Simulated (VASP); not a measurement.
# Hg (C2/m) in VASP: further runs

The runs below take Hg through single point, with PBE.

Everything below comes from runs of VASP 6.6.1. Logs are shortened: lines on timing, memory, paths and dates and some standing lists are left out, and cuts for length are marked.

### Step 1. The cell of the first run

The typed cell holds 2 atoms: a = 4.802 Å, b = 4.209 Å, c = 3.193 Å, α = 90.00°, β = 99.96°, γ = 90.00°.

### Step 2. Single point, PBE (equal strain along all axes, cell held: +3.0 %)

Input file INCAR:

```
PREC     = Accurate       # precision mode
ENCUT    = 520            # plane-wave cutoff, eV
EDIFF    = 1E-7           # SCF threshold, eV
ISMEAR   = 0              # smearing method
SIGMA    = 0.1            # smearing width, eV
LREAL    = F              # projectors in reciprocal space
LASPH    = T              # aspherical terms in the spheres
NELM     = 80             # most SCF steps
ALGO     = Fast           # electronic algorithm
ISIF     = 2              # what is computed and relaxed
LWAVE    = F              # write WAVECAR
LCHARG   = T              # write CHGCAR
GGA      = PE             # functional
LELF     = T              # ELF
LVHAR    = T            
NBANDS   = 19             # bands
```

Input file KPOINTS:

```
regular mesh
0
Gamma
  10 10 14
```

Input file POSCAR:

```
Hg
1.0
    4.8021879347      0.0000000000      0.0000000000
    0.0000000000      4.2086511519      0.0000000000
   -0.5520682814      0.0000000000      3.1452051628
Hg
2
Direct
    0.5000000000      0.0000000000      0.5000000000
    0.0000000000      0.5000000000      0.5000000000
```

Potentials or basis: VASP PAW PBE potentials, release 64 (Hg).

Run with:

```
$ cat potpaw_PBE.64/Hg/POTCAR > POTCAR
$ mpirun -np 1 vasp_std > vasp.out
```

OUTCAR:

```text
PREC = Accurate
   ENCUT = 520
   EDIFF = 1E-7
   ISMEAR = 0
   LREAL = F
   LASPH = T
   NELM = 80
   ISIF = 2
   GGA = PE

 ion  position               nearest neighbor table
   1  0.500  0.000  0.500-   2 3.19   2 3.19   2 3.19   2 3.19
   2  0.000  0.500  0.500-   1 3.19   1 3.19   1 3.19   1 3.19

  LATTYP: Found a simple monoclinic cell.
 ALAT       =     3.1932890416
 B/A-ratio  =     1.3179674928
 C/A-ratio  =     1.5038375393
 COS(beta)  =    -0.1728839057

  Lattice vectors:

 A1 = (  -0.5520682814,   0.0000000000,   3.1452051628)
 A2 = (   0.0000000000,  -4.2086511519,   0.0000000000)
 A3 = (   4.8021879347,   0.0000000000,   0.0000000000)

Analysis of symmetry for initial positions (statically):
=====================================================================
 Subroutine PRICEL returns following result:

  LATTYP: Found a base centered monoclinic cell.
 ALAT       =     4.8021879347
 B/A-ratio  =     0.8764028416
 C/A-ratio  =     0.6649654460
 COS(beta)  =    -0.1728839057

  Lattice vectors:

 A1 = (   2.4010939674,  -2.1043255760,   0.0000000000)
 A2 = (   2.4010939674,   2.1043255759,   0.0000000000)
 A3 = (  -0.5520682814,   0.0000000000,   3.1452051628)

   2 primitive cells build up your supercell.

 Routine SETGRP: Setting up the symmetry group for a
 simple monoclinic supercell.

 Subroutine GETGRP returns: Found  4 space group operations
 (whereof  4 operations were pure point group operations)
 out of a pool of  4 trial point group operations.

The static configuration has the point symmetry C_2h.

Analysis of symmetry for dynamics (positions and initial velocities):
=====================================================================
 Subroutine PRICEL returns following result:

  LATTYP: Found a base centered monoclinic cell.
 ALAT       =     4.8021879347
 B/A-ratio  =     0.8764028416
 C/A-ratio  =     0.6649654460
 COS(beta)  =    -0.1728839057

  Lattice vectors:

 A1 = (   2.4010939674,  -2.1043255760,   0.0000000000)
 A2 = (   2.4010939674,   2.1043255759,   0.0000000000)
 A3 = (  -0.5520682814,   0.0000000000,   3.1452051628)

   2 primitive cells build up your supercell.

 Routine SETGRP: Setting up the symmetry group for a
 simple monoclinic supercell.

 Subroutine GETGRP returns: Found  4 space group operations
 (whereof  4 operations were pure point group operations)
 out of a pool of  4 trial point group operations.

The dynamic configuration has the point symmetry C_2h.

 Subroutine INISYM returns: Found  4 space group operations
 (whereof  4 operations are pure point group operations),
 and found     2 'primitive' translations

----------------------------------------------------------------------------------------

                                     Primitive cell

  volume of cell :      31.7835

  direct lattice vectors                    reciprocal lattice vectors
     2.401093967 -2.104325576  0.000000000     0.208238414 -0.237605818  0.036551455
     2.401093967  2.104325576  0.000000000     0.208238414  0.237605818  0.036551455
    -0.552068281  0.000000000  3.145205163     0.000000000  0.000000000  0.317944283

  length of vectors
     3.192716456  3.192716456  3.193289042     0.318049950  0.318049950  0.317944283

  position of ions in fractional coordinates (direct lattice)
     0.500000000  0.500000000  0.500000000

  ion indices of the primitive-cell ions
   primitive index   ion index
                 1           1

----------------------------------------------------------------------------------------

 KPOINTS: regular mesh

Automatic generation of k-mesh.
 Grid dimensions read from file:
 generate k-points for:   10   10   14

 Generating k-lattice:

  Cartesian coordinates                     Fractional coordinates (reciprocal lattice)
     0.020823841  0.000000000  0.003655145     0.100000000  0.000000000  0.000000000
     0.000000000  0.023760582  0.000000000     0.000000000  0.100000000  0.000000000
     0.000000000  0.000000000  0.022710306     0.000000000  0.000000000  0.071428571

  Length of vectors
     0.021142196  0.023760582  0.022710306

  Shift w.r.t. Gamma in fractional coordinates (k-lattice)
     0.000000000  0.000000000  0.000000000

 Subroutine IBZKPT returns following result:
 ===========================================

 Found    432 irreducible k-points:

 Following reciprocal coordinates:
            Coordinates               Weight
  0.000000  0.000000  0.000000      1.000000
  0.100000  0.000000  0.000000      2.000000
  0.200000  0.000000  0.000000      2.000000
  0.300000  0.000000  0.000000      2.000000
  0.400000  0.000000  0.000000      2.000000
  0.500000  0.000000  0.000000      1.000000
[... 16 lines left out ...]
  0.400000  0.300000  0.000000      4.000000
  0.500000  0.300000  0.000000      2.000000
 [... further k-points ...]
   k-points           NKPTS =    432   k-points in BZ     NKDIM =    432   number of bands    NBANDS=     19
   number of dos      NEDOS =    301   number of ions     NIONS =      2
   total plane-waves  NPLWV =  27648
   dimension x,y,z NGX =    36 NGY =   32 NGZ =   24
   dimension x,y,z NGXF=    72 NGYF=   64 NGZF=   48
   ions per type =               2
   NGX,Y,Z   is equivalent  to a cutoff of  12.46, 12.64, 12.49 a.u.
   NGXF,Y,Z  is equivalent  to a cutoff of  24.93, 25.28, 24.99 a.u.
 SYSTEM =  unknown system
   PREC   = accura    normal or accurate (medium, high low for compatibility)
   ISTART =      0    job   : 0-new  1-cont  2-samecut
   ICHARG =      2    charge: 1-file 2-atom 10-const
   ISPIN  =      1    spin polarized calculation?
   LNONCOLLINEAR =      F non collinear calculations
   LSORBIT =      F    spin-orbit coupling
   LASPH  =      T    aspherical Exc in radial PAW
   ENCUT  =  520.0 eV  38.22 Ry    6.18 a.u.   8.93  7.83  5.94*2*pi/ulx,y,z
   NELM   =     80;   NELMIN=  2; NELMDL= -5     # of ELM steps
   EDIFF  = 0.1E-06   stopping-criterion for ELM
   LREAL  =      F    real-space projection
   EDIFFG = 0.1E-05   stopping-criterion for IOM
   NSW    =      0    number of steps for IOM
   IBRION =     -1    ionic relax: 0-MD 1-quasi-New 2-CG
   NFREE  =      0    steps in history (QN), initial steepest desc. (CG)
   ISIF   =      2    stress and relaxation
   ISYM   =      2    0-nonsym 1-usesym 2-fastsym
   POTIM  = 0.5000    time-step for ionic-motion
   TEBEG  =    0.0;   TEEND  =   0.0 temperature during run
   PSTRESS=    0.0 pullay stress
   NELECT =      24.0000    total number of electrons
   NUPDOWN=      -1.0000    fix difference up-down
   EMIN   =  10.00;   EMAX   =-10.00  energy-range for DOS
   EFERMI =   0.00;   METHOD = LEGACY
   ISMEAR =     0;   SIGMA  =   0.10  broadening in eV -4-tet -1-fermi 0-gaus
   EFERMI_NEDOS =   21; number of points for ismear=-14 and -15
   IALGO  =     68    algorithm
   IMIX   =      4    mixing-type and parameters
     AMIX     =   0.40;   BMIX     =  1.00
     AMIX_MAG =   1.60;   BMIX_MAG =  1.00
  volume/ion in A,a.u.               =      31.78       214.49
  Fermi-wavevector in a.u.,A,eV,Ry     =   1.183227  2.235976 19.048525  1.400027
  Thomas-Fermi vector in A             =   2.319466
   LORBIT       =      0    0 simple, 1 ext, 2 COOP (PROOUT), +10 PAW based schemes
   GGA     = PE    functional components
   LHFCALC =     F    Hartree Fock is set to
   AEXX    =    0.0000 exact exchange contribution
   IVDW    =     0    specifies the selected vdW correction
   LEPSILON=     F    determine dielectric tensor
   LRPA    =     F    only Hartree local field effects (RPA)
 non-spin polarized calculation
 RMM-DIIS sequential band-by-band and
 Gauss-broadening in eV      SIGMA  =   0.10
  energy-cutoff  :      520.00
  volume of cell :       63.57
 maximum number of plane-waves:      1733
   NGX = 17   NGY = 15   NGZ = 11

 number of electron      24.0000000 magnetization

 Free energy of the ion-electron system (eV)
  ---------------------------------------------------
  ext. energy  EPLUGINS =         0.00000000
  ---------------------------------------------------
  free energy    TOTEN  =        -0.32444864 eV

  energy without entropy =       -0.32134854  energy(sigma->0) =       -0.32289859

 E-fermi :   0.8619     XC(G=0):  -9.1927

 val. band max:        0.8544023668   @ k =   0.5000   0.5000   0.2143
 cond. band min:       0.8649534119   @ k =  -0.1000   0.0000   0.2143
 fundamental gap:      0.0105510452
 Fermi energy:         0.8618978857

 k-point     1 :       0.0000    0.0000    0.0000
  band No.  band energies     occupation
      1      -6.3685      2.00000
      2      -6.3292      2.00000
      3      -6.3287      2.00000
      4      -6.1572      2.00000
      5      -6.0988      2.00000
      6      -5.2568      2.00000
[... 11 lines left out ...]
     18      10.5442      0.00000
     19      13.3162      0.00000

 k-point     2 :       0.1000    0.0000    0.0000
  band No.  band energies     occupation
      1      -6.3272      2.00000
      2      -6.2949      2.00000
      3      -6.2827      2.00000
      4      -6.1316      2.00000
      5      -6.0995      2.00000
      6      -5.2526      2.00000
[... 11 lines left out ...]
     18      10.4605      0.00000
     19      13.5353      0.00000

 k-point     3 :       0.2000    0.0000    0.0000
  band No.  band energies     occupation
      1      -6.3049      2.00000
      2      -6.1950      2.00000
      3      -6.1179      2.00000
      4      -6.0451      2.00000
      5      -6.0419      2.00000
      6      -5.2395      2.00000
[... 11 lines left out ...]
     18      10.6087      0.00000
     19      13.1388      0.00000

 k-point     4 :       0.3000    0.0000    0.0000
  band No.  band energies     occupation
      1      -6.2739      2.00000
      2      -6.1360      2.00000
      3      -6.0332      2.00000
      4      -5.9148      2.00000
      5      -5.6648      2.00000
      6      -5.2161      2.00000
[... 407 lines left out ...]
     18      12.4178      0.00000
     19      12.9675      0.00000

 k-point    23 :       0.4000    0.3000    0.0000
  band No.  band energies     occupation
      1      -6.2407      2.00000
      2      -6.1826      2.00000
      3      -6.1117      2.00000
      4      -5.8336      2.00000
      5      -5.5106      2.00000
      6      -5.3128      2.00000
[... 11 lines left out ...]
     18      12.4426      0.00000
     19      13.0222      0.00000

 k-point    24 :       0.5000    0.3000    0.0000
  band No.  band energies     occupation
      1      -6.2098      2.00000
      2      -6.2098      2.00000
      3      -5.9930      2.00000
      4      -5.9930      2.00000
      5      -5.4116      2.00000
      6      -5.4116      2.00000
[... 11 lines left out ...]
     18      12.1701      0.00000
     19      13.7713      0.00000

 [... further k-points ...]
[... 5 lines left out ...]
  --------------------------------------------------------------------------------------
  -------------------------------------------------------------------------------------
  Total       -0.2173243     -0.2180807     -0.1941227      0.0000000      0.0000000     -0.0065911
  in kB       -5.4775684     -5.4966334     -4.8927806      0.0000000      0.0000000     -0.1661250
  external PRESSURE =      -5.2889941 kB  Pullay stress =       0.0000000 kB

 VOLUME and BASIS-vectors are now :
 -----------------------------------------------------------------------------
  energy-cutoff  :      520.00
  volume of cell :       63.57
      direct lattice vectors                 reciprocal lattice vectors
     4.802187935  0.000000000  0.000000000     0.208238414  0.000000000  0.036551455
     0.000000000  4.208651152  0.000000000     0.000000000  0.237605818  0.000000000
    -0.552068281  0.000000000  3.145205163     0.000000000  0.000000000  0.317944283

 POSITION                                       TOTAL-FORCE (eV/Angst)
 -----------------------------------------------------------------------------------
      2.12506      0.00000      1.57260         0.000000      0.000000      0.000000
     -0.27603      2.10433      1.57260        -0.000000     -0.000000     -0.000000
 -----------------------------------------------------------------------------------
    total drift:                               -0.000000      0.000000      0.000000

  FREE ENERGIE OF THE ION-ELECTRON SYSTEM (eV)
  ---------------------------------------------------
  free  energy   TOTEN  =        -0.3244486353 eV

  energy  without entropy=       -0.3213485426  energy(sigma->0) =       -0.32289859
```

Run time: 2 min. Hardware: 1 thread of Intel Xeon 6975P-C (Granite Rapids), shared host; peak memory 0.49 GiB.

Results:

```yaml
Free_energy: -0.3244 eV
Pressure: -0.5 GPa
Band_gap_on_the_k_mesh: zero (bands 12 and 13 overlap by 2.18 eV)
```

Caveat: the cell differs from its parent crystal (equal strain along all axes, cell held: +3.0 %); spin-orbit coupling is left out, which moves the levels of the heavy elements.

### Step 3. Single point, PBE

This run uses another cell than the first one, of 29.09 Å³/atom.

Input file INCAR:

```
PREC = Accurate
ENCUT = 520
EDIFF = 1E-6
ISMEAR = 0
SIGMA = 0.1
LREAL = False
LASPH = True
NELM = 80
ALGO = Fast
ISIF = 2
LWAVE = False
LCHARG = True
GGA = PE
LELF = True
LVHAR = True
NBANDS = 19
```

Input file KPOINTS:

```
Automatic mesh
0
Gamma
  10 10 14
```

Input file POSCAR:

```
Hg
1.0
    4.6623183832      0.0000000000      0.0000000000
    0.0000000000      4.0860690795      0.0000000000
   -0.5359886227      0.0000000000      3.0535972454
Hg
2
Direct
    0.5000000000      0.0000000000      0.5000000000
    0.0000000000      0.5000000000      0.5000000000
```

Potentials or basis: VASP PAW PBE potentials, release 64 (Hg).

Run with:

```
$ cat potpaw_PBE.64/Hg/POTCAR > POTCAR
$ mpirun -np 1 vasp_std > vasp.out
```

Run time: 99 s. Hardware: 1 thread of Intel Xeon 6975P-C (Granite Rapids), shared host; peak memory 0.47 GiB.

Results (log left out):

```
Free energy            : -0.3296 eV
Pressure               : 0.3 GPa
Band gap on the k mesh : zero (bands 12 and 13 overlap by 2.93 eV)
```

Stress tensor (GPa, compression positive):
```
 0.31  0.00 -0.09
 0.00  0.18  0.00
-0.09  0.00  0.49
```

Levels at points of the mesh, in eV from the Fermi level:
```csv
k point,band 9,band 10,band 11,band 12,band 13,band 14,band 15,band 16
"(0.00, 0.00, 0.00)",-5.93,-5.88,-5.38,0.18,0.86,2.59,7.47,9.81
"(0.50, 0.00, 0.00)",-6.09,-6.09,-5.51,-5.51,5.54,5.54,6.22,6.22
"(0.00, 0.50, 0.00)",-6.12,-6.12,-4.95,-4.95,4.42,4.42,4.55,4.55
"(0.50, 0.50, 0.00)",-5.88,-5.88,-2.84,-2.84,-1.34,-1.34,12.11,12.11
"(0.00, 0.00, 0.50)",-5.37,-5.37,-2.84,-1.34,2.60,3.10,5.72,5.73
"(0.50, 0.00, 0.50)",-6.14,-6.14,-1.97,-1.97,1.37,1.37,8.67,8.67
"(0.00, 0.50, 0.50)",-5.95,-5.95,-1.28,-1.28,1.46,1.46,6.84,6.84
"(0.50, 0.50, 0.50)",-5.38,-5.38,0.18,0.18,0.87,0.87,2.58,2.58
```

Caveat: spin-orbit coupling is left out, which moves the levels of the heavy elements.
